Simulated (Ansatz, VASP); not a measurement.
**AlRu: VASP beside Ansatz**

POSCAR

```
AlRu
1.0
    3.0663900000      0.0000000000      0.0000000000
    0.0000000000      3.0663900000      0.0000000000
    0.0000000000      0.0000000000      2.9168100000
Al Ru
1 1
Direct
    0.0000000000      0.0000000000      0.0000000000
    0.5000000000      0.5000000000      0.5000000000
```

Contents of INCAR.step1:

```
PREC = Accurate
ENCUT = 520
ISMEAR = 0
SIGMA = 0.15
LREAL = F
LASPH = T
NELM = 80
NBANDS = 16
GGA = PE
ALGO = Normal
EDIFF = 1E-4
LWAVE = T
LCHARG = F
```

The input INCAR.step2:

```
PREC = Accurate
ENCUT = 520
EDIFF = 1E-7
ISMEAR = 0
SIGMA = 0.15
LREAL = F
LASPH = T
NELM = 80
ALGO = Normal
ISIF = 2
LWAVE = F
LCHARG = F
METAGGA = R2SCAN
LMIXTAU = T
NBANDS = 16
ISTART = 1
```

File KPOINTS:

```
regular mesh
0
Gamma
  16 16 16
```

Input for Ansatz:

```yaml
crystal:
  lattice:
    - [3.06639, 0.0, 0.0]
    - [0.0, 3.06639, 0.0]
    - [0.0, 0.0, 2.91681]
  atoms:
    - { symbol: Al, position: [0.0, 0.0, 0.0] }
    - { symbol: Ru, position: [0.5, 0.5, 0.5] }
basis:
  ecutwfc: 500
kpoints:
  mp_grid: { grid: [16, 16, 16] }
hamiltonian:
  xc: r2scan
scf:
  occupations: { method: gaussian, width: 0.15 }
output:
  forces: true
  stress: true
  eigenvalues: true
  write_density: true
  write_potential: true
  elf: true
  volumetric_format: npy
```

Change from the starting cell: strain +0.025 along x and y, -0.025 along z, atoms carried along.

Alike in both runs: task single point; functional r2SCAN; k mesh 16 × 16 × 16; occupations gaussian, width 0.15 eV; no spin polarisation.

|  | VASP | Ansatz |
| --- | --- | --- |
| version | VASP 6.6.1 | Ansatz 0.2.0 |
| potentials or method | VASP PAW PBE potentials, release 64 (Al, Ru_pv), cutoff 520 eV | scalar-relativistic, plane waves, PAW |
| valence electrons in the cell | 17 | 19 |

Ansatz gave:

```
gap on the k mesh at the Fermi level (eV)                     : none
pressure (GPa)                                                : -6.5
traceless stress, the component that is largest in VASP (GPa) : 6.03
```

Question: Estimate VASP's values.

Answer: gap on the k mesh at the Fermi level (eV): none; pressure (GPa): -6.4; traceless stress, the component that is largest in VASP (GPa): 6.05.

VASP's potentials were made for PBE, not for r2SCAN. A gap of «none» marks a metal or a gap that the smearing closes. VASP's potentials hold 17 valence electrons a cell and Ansatz's 19, so a difference there can come from the potentials and not from the codes.
